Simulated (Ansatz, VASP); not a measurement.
**MgO in VASP and in Ansatz**

```xyz
2
Lattice="0.0000 2.1890 2.1890 2.1890 0.0000 2.1890 2.1890 2.1890 0.0000" Properties=species:S:1:pos:R:3 pbc="T T T"
Mg    0.0000    0.0000    0.0000
O     2.1890    2.1890    2.1890
```

Alike in both runs: task single point; functional PBE; k mesh 10 × 10 × 10; occupations gaussian, width 0.02 eV; no spin polarisation.

```csv
,VASP,Ansatz
version,VASP 6.6.1,Ansatz 0.2.0
potentials or method,"VASP PAW PBE potentials, release 64 (Mg_sv, O), cutoff 840 eV","scalar-relativistic, plane waves, PAW"
valence electrons in the cell,16,16
```

```csv
,VASP,Ansatz,Ansatz less VASP
gap on the k mesh at the Fermi level (eV),3.69,3.70,+0.004
least direct gap on the mesh (eV),3.69,3.70,+0.004
pressure (GPa),-10.9,-10.8,+0.09
```

With one functional, cell and mesh, what is left measures potentials, basis and numerics.
